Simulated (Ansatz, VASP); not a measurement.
## One calculation of PbSe, two programs

File INCAR:

```
  PREC = Accurate
  ENCUT = 520
  EDIFF = 1E-6
  ISMEAR = -1
  SIGMA = 0.01
  LREAL = False
  LASPH = True
  NELM = 80
  ALGO = Normal
  ISIF = 2
  LWAVE = False
  LCHARG = False
  GGA = PS
  NBANDS = 17
```

Contents of KPOINTS:

```
Automatic mesh
0
Gamma
  9 9 9
```

Contents of POSCAR:

```
PbSe
1.0
    0.0000000000      3.1540145000      3.0621500000
    3.1540145000      0.0000000000      3.0621500000
    3.1540145000      3.1540145000      0.0000000000
Pb Se
1 1
Direct
    0.0000000000      0.0000000000      0.0000000000
    0.5000000000      0.5000000000      0.5000000000
```

Input for Ansatz:

```yaml
crystal:
  lattice:
    - [0.0, 3.1540145, 3.06215]
    - [3.1540145, 0.0, 3.06215]
    - [3.1540145, 3.1540145, 0.0]
  atoms:
    - { symbol: Pb, position: [0.0, 0.0, 0.0] }
    - { symbol: Se, position: [0.5, 0.5, 0.5] }
kpoints:
  mp_grid: { grid: [9, 9, 9] }
  band_path:
    path:
      - [0.0, 0.0, 0.0]
      - [0.0, 0.5, 0.5]
      - [0.25, 0.75, 0.5]
      - [0.0, 0.5, 0.0]
      - [0.0, 0.0, 0.0]
      - [0.5, 0.5, 0.0]
      - [0.3826125, 0.6173875, 0.0]
      - [-0.3826125, 0.3826125, 0.0]
      - [0.0, 0.0, 0.0]
    npoints: 5
scf:
  occupations: { method: fermi_dirac, width: 0.01 }
hamiltonian:
  xc: pbesol
  pseudopotentials: { kind: all_electron, lapw: { basis_error: 0.00025 } }
output:
  forces: true
  stress: true
  eigenvalues: true
```

Change from the starting cell: equal xx and yy strain of +3 %.

Alike in both runs: task single point; functional PBEsol; k mesh 9 × 9 × 9; occupations fermi-dirac, width 0.01 eV; no spin polarisation.

```csv
,VASP,Ansatz
version,VASP 6.6.1,Ansatz 0.2.0
potentials or method,"VASP PAW PBE potentials, release 64 (Pb_d, Se), cutoff 520 eV","all-electron LAPW, scalar-relativistic"
```

Ansatz gave:

```
gap on the k mesh at the Fermi level (eV)                     : 0.70
pressure (GPa)                                                : -3.1
traceless stress, the component that is largest in VASP (GPa) : 1.88
```

Task: Which values does VASP return?

Result: gap on the k mesh at the Fermi level (eV): 0.70; pressure (GPa): -3.1; traceless stress, the component that is largest in VASP (GPa): 1.89.

VASP's potentials were made for PBE, not for PBEsol. Ansatz ran all-electron here, and VASP with PAW potentials.

Neither program's run includes spin-orbit coupling.
